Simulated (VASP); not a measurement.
# TiSn2Te3 (P6/mmm) in VASP: single point with PBE

Aim: the single point of TiSn2Te3 with PBE.

All numbers are computed with VASP 6.6.1; they aren't measurements. Logs are shortened: lines on timing, memory, paths and dates and some standing lists are left out, and cuts for length are marked.

### 1 The cell of the first run

It takes space group P6/mmm (No. 191, hexagonal). The conventional cell has a = 5.593 Å, b = 5.593 Å, c = 6.087 Å, α = 90.00°, β = 90.00°, γ = 120.00°. Ti (site symmetry 6/mmm) has 2 Te at 3.04 Å and 6 Sn at 3.23 Å within 4.0 Å. Within 4.0 Å of Sn (site symmetry -6m2) lie 2 Te at 3.04 Å and 3 Ti at 3.23 Å and 3 Sn at 3.23 Å. Te (site symmetry -6m2) has 2 Sn at 3.04 Å and 6 Te at 3.23 Å within 4.0 Å. Te (site symmetry 6/mmm) has 2 Ti at 3.04 Å and 6 Te at 3.23 Å within 4.0 Å.

The cell was built from a structure type or drawn by symmetry, and may not be a known phase.

### 2 Single point, PBE, collinear spin

Input file INCAR:

```
  PREC = Accurate
  ENCUT = 520
  EDIFF = 1E-7
  ISMEAR = 0
  SIGMA = 0.1
  LREAL = False
  LASPH = True
  NELM = 150
  ALGO = Normal
  ISIF = 2
  LWAVE = False
  LCHARG = True
  ISPIN = 2
  MAGMOM = 1 0 0 0 0 0
  LORBIT = 11
  LMAXMIX = 4
  GGA = PE
  LELF = True
  LVHAR = True
  NBANDS = 42
```

Input file KPOINTS:

```
Automatic mesh
0
Gamma
  6 6 4
```

Input file POSCAR:

```
TiSn2Te3
1.0
    5.5930823428      0.0000000000      0.0000000000
   -2.7965411714      4.8437513944      0.0000000000
    0.0000000000      0.0000000000      6.0866184626
Ti Sn Te
1 2 3
Direct
    0.0000000000      0.0000000000      0.0000000000
    0.3333333333      0.6666666667      0.0000000000
    0.6666666667      0.3333333333      0.0000000000
    0.3333333333      0.6666666667      0.5000000000
    0.6666666667      0.3333333333      0.5000000000
    0.0000000000      0.0000000000      0.5000000000
```

Potentials or basis: VASP PAW PBE potentials, release 64 (Ti_sv, Sn_d, Te).

Launch:

```sh
> cat potpaw_PBE.64/Ti_sv/POTCAR potpaw_PBE.64/Sn_d/POTCAR potpaw_PBE.64/Te/POTCAR > POTCAR
> mpirun -np 1 vasp_std > vasp.out
```

OUTCAR:

```text
PREC = Accurate
   ENCUT = 520
   EDIFF = 1E-7
   ISMEAR = 0
   LREAL = False
   LASPH = True
   NELM = 150
   ISIF = 2
   ISPIN = 2
   LORBIT = 11
   GGA = PE

 ion  position               nearest neighbor table
   1  0.000  0.000  0.000-   6 3.04   6 3.04   2 3.23   3 3.23   3 3.23   2 3.23   3 3.23   2 3.23

   2  0.333  0.667  0.000-   4 3.04   4 3.04   1 3.23   3 3.23   3 3.23   1 3.23   1 3.23   3 3.23

   3  0.667  0.333  0.000-   5 3.04   5 3.04   1 3.23   2 3.23   2 3.23   1 3.23   1 3.23   2 3.23

   4  0.333  0.667  0.500-   2 3.04   2 3.04   6 3.23   5 3.23   5 3.23   6 3.23   6 3.23   5 3.23

   5  0.667  0.333  0.500-   3 3.04   3 3.04   6 3.23   4 3.23   4 3.23   6 3.23   6 3.23   4 3.23

   6  0.000  0.000  0.500-   1 3.04   1 3.04   5 3.23   4 3.23   5 3.23   4 3.23   5 3.23   4 3.23

  LATTYP: Found a hexagonal cell.
 ALAT       =     5.5930823428
 C/A-ratio  =     1.0882404530

  Lattice vectors:

 A1 = (   5.5930823428,   0.0000000000,   0.0000000000)
 A2 = (  -2.7965411714,   4.8437513944,   0.0000000000)
 A3 = (   0.0000000000,   0.0000000000,   6.0866184626)

Analysis of symmetry for initial positions (statically):
=====================================================================
 Subroutine PRICEL returns:
 Original cell was already a primitive cell.

 Routine SETGRP: Setting up the symmetry group for a
 hexagonal supercell.

 Subroutine GETGRP returns: Found 24 space group operations
 (whereof 24 operations were pure point group operations)
 out of a pool of 24 trial point group operations.

The static configuration has the point symmetry D_6h.

Analysis of symmetry for dynamics (positions and initial velocities):
=====================================================================
 Subroutine PRICEL returns:
 Original cell was already a primitive cell.

 Routine SETGRP: Setting up the symmetry group for a
 hexagonal supercell.

 Subroutine GETGRP returns: Found 24 space group operations
 (whereof 24 operations were pure point group operations)
 out of a pool of 24 trial point group operations.

The dynamic configuration has the point symmetry D_6h.

Analysis of structural, dynamic, and magnetic symmetry:
=====================================================================
 Subroutine PRICEL returns:
 Original cell was already a primitive cell.

 Routine SETGRP: Setting up the symmetry group for a
 hexagonal supercell.

 Subroutine GETGRP returns: Found 24 space group operations
 (whereof 24 operations were pure point group operations)
 out of a pool of 24 trial point group operations.

The overall configuration has the point symmetry D_6h.

 Subroutine INISYM returns: Found 24 space group operations
 (whereof 24 operations are pure point group operations),
 and found     1 'primitive' translations

----------------------------------------------------------------------------------------

                                     Primitive cell

  volume of cell :     164.8956

  direct lattice vectors                    reciprocal lattice vectors
     5.593082343  0.000000000  0.000000000     0.178792290  0.103225777  0.000000000
    -2.796541171  4.843751394  0.000000000     0.000000000  0.206451553  0.000000000
     0.000000000  0.000000000  6.086618463     0.000000000  0.000000000  0.164294839

  length of vectors
     5.593082343  5.593082343  6.086618463     0.206451553  0.206451553  0.164294839

  position of ions in fractional coordinates (direct lattice)
     0.000000000  0.000000000  0.000000000
     0.333333333  0.666666667  0.000000000
     0.666666667  0.333333333  0.000000000
     0.333333333  0.666666667  0.500000000
     0.666666667  0.333333333  0.500000000
     0.000000000  0.000000000  0.500000000

  ion indices of the primitive-cell ions
   primitive index   ion index
                 1           1
                 2           2
                 3           3
                 4           4
                 5           5
                 6           6

[... 31 lines left out ...]
  0.500000  0.000000  0.000000      3.000000
  0.166667  0.166667  0.000000      6.000000
  0.333333  0.166667  0.000000     12.000000
[... 13 lines left out ...]
  0.333333  0.166667  0.500000     12.000000
  0.333333  0.333333  0.500000      2.000000
   k-points           NKPTS =     21   k-points in BZ     NKDIM =     21   number of bands    NBANDS=     42
   number of dos      NEDOS =    301   number of ions     NIONS =      6
   total plane-waves  NPLWV =  84672
   dimension x,y,z NGX =    42 NGY =   42 NGZ =   48
   dimension x,y,z NGXF=    84 NGYF=   84 NGZF=   96
   ions per type =               1   2   3
   NGX,Y,Z   is equivalent  to a cutoff of  12.48, 12.48, 13.11 a.u.
   NGXF,Y,Z  is equivalent  to a cutoff of  24.97, 24.97, 26.22 a.u.
 SYSTEM =  unknown system
   PREC   = accura    normal or accurate (medium, high low for compatibility)
   ISTART =      0    job   : 0-new  1-cont  2-samecut
   ICHARG =      2    charge: 1-file 2-atom 10-const
   ISPIN  =      2    spin polarized calculation?
   LNONCOLLINEAR =      F non collinear calculations
   LSORBIT =      F    spin-orbit coupling
   LASPH  =      T    aspherical Exc in radial PAW
   ENCUT  =  520.0 eV  38.22 Ry    6.18 a.u.  10.40 10.40 11.32*2*pi/ulx,y,z
   NELM   =    150;   NELMIN=  2; NELMDL= -5     # of ELM steps
   EDIFF  = 0.1E-06   stopping-criterion for ELM
   LREAL  =      F    real-space projection
   EDIFFG = 0.1E-05   stopping-criterion for IOM
   NSW    =      0    number of steps for IOM
   IBRION =     -1    ionic relax: 0-MD 1-quasi-New 2-CG
   NFREE  =      0    steps in history (QN), initial steepest desc. (CG)
   ISIF   =      2    stress and relaxation
   ISYM   =      2    0-nonsym 1-usesym 2-fastsym
   POTIM  = 0.5000    time-step for ionic-motion
   TEBEG  =    0.0;   TEEND  =   0.0 temperature during run
   PSTRESS=    0.0 pullay stress
   NELECT =      58.0000    total number of electrons
   NUPDOWN=      -1.0000    fix difference up-down
   EMIN   =  10.00;   EMAX   =-10.00  energy-range for DOS
   EFERMI =   0.00;   METHOD = LEGACY
   ISMEAR =     0;   SIGMA  =   0.10  broadening in eV -4-tet -1-fermi 0-gaus
   EFERMI_NEDOS =   21; number of points for ismear=-14 and -15
   IALGO  =     38    algorithm
   IMIX   =      4    mixing-type and parameters
     AMIX     =   0.40;   BMIX     =  1.00
     AMIX_MAG =   1.60;   BMIX_MAG =  1.00
  volume/ion in A,a.u.               =      27.48       185.46
  Fermi-wavevector in a.u.,A,eV,Ry     =   1.155618  2.183802 18.169953  1.335454
  Thomas-Fermi vector in A             =   2.292245
   LORBIT       =     11    0 simple, 1 ext, 2 COOP (PROOUT), +10 PAW based schemes
   GGA     = PE    functional components
   LHFCALC =     F    Hartree Fock is set to
   AEXX    =    0.0000 exact exchange contribution
   IVDW    =     0    specifies the selected vdW correction
   LEPSILON=     F    determine dielectric tensor
   LRPA    =     F    only Hartree local field effects (RPA)
 spin polarized calculation
 Gauss-broadening in eV      SIGMA  =   0.10
  energy-cutoff  :      520.00
  volume of cell :      164.90
 maximum number of plane-waves:      4463
 NGX is ok and might be reduce to    42
   NGX = 21   NGY = 21   NGZ = 23

 number of electron      58.0000005 magnetization       1.9614663

 Free energy of the ion-electron system (eV)
  ---------------------------------------------------
  ext. energy  EPLUGINS =         0.00000000
  ---------------------------------------------------
  free energy    TOTEN  =       -23.79949957 eV

  energy without entropy =      -23.75491684  energy(sigma->0) =      -23.77720821

 E-fermi :   7.6115     XC(G=0): -10.0371

 val. band max:        7.6098261399   @ k =   0.1667   0.1667   0.0000
 cond. band min:       7.6280646714   @ k =   0.1667   0.1667   0.2500
 fundamental gap:      0.0182385315
 Fermi energy:         7.6114979065

 spin component 1

 k-point     1 :       0.0000    0.0000    0.0000
  band No.  band energies     occupation
      1     -50.2228      1.00000
      2     -26.5373      1.00000
      3     -26.4773      1.00000
      4     -26.4773      1.00000
      5     -13.7243      1.00000
      6     -13.6538      1.00000
[... 913 lines left out ...]
     40      11.9009      0.00000
     41      12.7531      0.00000
 Fermi energy:         7.6114979065

 spin component 2

 k-point     1 :       0.0000    0.0000    0.0000
  band No.  band energies     occupation
      1     -48.8422      1.00000
      2     -25.2526      1.00000
      3     -25.0416      1.00000
      4     -25.0415      1.00000
      5     -13.7250      1.00000
      6     -13.6544      1.00000
[... 913 lines left out ...]
     40      12.4207      0.00000
     41      12.8790      0.00000
 [bands above 41 left out]

------------------------ aborting loop because EDIFF is reached ----------------------------------------

  FORCE on cell =-STRESS in cart. coord.  units (eV):
  Direction    XX          YY          ZZ          XY          YZ          ZX
  --------------------------------------------------------------------------------------
  -------------------------------------------------------------------------------------
  Total        0.4556144      0.4556144      0.5790966     -0.0000000      0.0000000      0.0000000
  in kB        4.4268917      4.4268917      5.6266833     -0.0000000      0.0000000      0.0000000
  external PRESSURE =       4.8268223 kB  Pullay stress =       0.0000000 kB

 VOLUME and BASIS-vectors are now :
 -----------------------------------------------------------------------------
  energy-cutoff  :      520.00
  volume of cell :      164.90
      direct lattice vectors                 reciprocal lattice vectors
     5.593082343  0.000000000  0.000000000     0.178792290  0.103225777  0.000000000
    -2.796541171  4.843751394  0.000000000     0.000000000  0.206451553  0.000000000
     0.000000000  0.000000000  6.086618463     0.000000000  0.000000000  0.164294839

 POSITION                                       TOTAL-FORCE (eV/Angst)
 -----------------------------------------------------------------------------------
      0.00000      0.00000      0.00000        -0.000000      0.000000     -0.000000
     -0.00000      3.22917      0.00000         0.000000     -0.000000     -0.000000
      2.79654      1.61458      0.00000        -0.000000      0.000000     -0.000000
     -0.00000      3.22917      3.04331         0.000000     -0.000000     -0.000000
      2.79654      1.61458      3.04331        -0.000000      0.000000      0.000000
      0.00000      0.00000      3.04331        -0.000000      0.000000     -0.000000
 -----------------------------------------------------------------------------------
    total drift:                               -0.000000      0.000000      0.000000

  FREE ENERGIE OF THE ION-ELECTRON SYSTEM (eV)
  ---------------------------------------------------
  free  energy   TOTEN  =       -23.7994995683 eV

  energy  without entropy=      -23.7549168444  energy(sigma->0) =      -23.77720821

 total charge

# of ion       s       p       d       tot
------------------------------------------
    1        2.141   6.026   1.892  10.059
    2        1.229   0.991   9.974  12.195
    3        1.229   0.991   9.974  12.195
    4        1.434   1.818   0.059   3.310
    5        1.434   1.818   0.059   3.310
    6        1.411   1.850   0.052   3.313
--------------------------------------------------
tot          8.879  13.494  22.010  44.383

 magnetization (x)

# of ion       s       p       d       tot
------------------------------------------
    1        0.024   0.021   1.381   1.425
    2       -0.009   0.015   0.011   0.017
    3       -0.009   0.015   0.011   0.017
    4       -0.002   0.001  -0.001  -0.002
    5       -0.002   0.001  -0.001  -0.002
    6       -0.004  -0.060   0.003  -0.061
--------------------------------------------------
tot         -0.001  -0.009   1.403   1.393
```

Run time: 11 min. Hardware: 1 thread of Intel Xeon Platinum 8375C at 2.90GHz (Ice Lake), shared host; peak memory 0.48 GiB.

What came out:

| Property | Result |
| --- | --- |
| Free energy | -23.7995 eV |
| Pressure | 0.5 GPa |
| Band gap on the k mesh | zero (filled and empty bands overlap) |
| Net moment | 1.96 μB per cell |
| Site moments | Ti +1.43; Sn +0.02; Te -0.00, -0.06 (each value once) μB |
| Valence electrons inside the program's atomic spheres | Ti 10.06; Sn 12.20; Te 3.31 |

Caveat: spin-orbit coupling is left out, which moves the levels of the heavy elements.
